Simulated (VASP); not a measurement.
Set up this calculation in VASP 6.6.1, as the native input.

```
Task                   : single point
Functional             : PBE
Potentials or basis    : VASP PAW PBE potentials, release 64 (Hf_pv, O)
Cutoff                 : 520 eV
k mesh                 : 12 × 12 × 7
Occupations            : fermi-dirac, width 0.1 eV
Spin                   : no spin polarisation
Dipole correction      : no
Further INCAR settings : ALGO = Normal; EDIFF = 1e-06; NBANDS = 18
```

The structure of HfO2 (CdI2 type) lies in POSCAR:

```
HfO2
1.0
    3.2517925825      0.0000000000      0.0000000000
   -1.6258962912      2.8161349843      0.0000000000
    0.0000000000      0.0000000000      5.5730616112
Hf O
1 2
Direct
    0.0000000000      0.0000000000      0.0000000000
    0.3333333333      0.6666666667      0.1740596773
    0.6666666667      0.3333333333      0.8259403227
```

The input as run:

INCAR

```
SYSTEM = HfO2
PREC = Accurate
ENCUT = 520
EDIFF = 1E-6
ISMEAR = -1
SIGMA = 0.1
LREAL = .FALSE.
LASPH = .TRUE.
NELM = 80
ALGO = Normal
ISIF = 2
LWAVE = .FALSE.
LCHARG = .FALSE.
GGA = PE
NBANDS = 18
```

KPOINTS

```
regular mesh
0
G
  12 12 7
  0 0 0
```

Potentials or basis: VASP PAW PBE potentials, release 64 (Hf_pv, O).

Command:

```console
$ cat potpaw_PBE.64/Hf_pv/POTCAR potpaw_PBE.64/O/POTCAR > POTCAR
$ mpirun -np 1 vasp_std > vasp.out
```

Results of the run:

```yaml
Pressure: -2.0 GPa
Largest_force: 0.200 eV/Å
Band_gap_on_the_k_mesh: 4.76 eV, indirect (least direct gap 5.00 eV)
```

Caveat: spin-orbit coupling is left out, which moves the levels of the heavy elements.

Run time: 65 s on 1 thread of Intel(R) Xeon(R) Platinum 8259CL CPU @ 2.50GHz (Skylake/Cascade Lake), with other jobs on the host, peak memory 0.23 GiB.
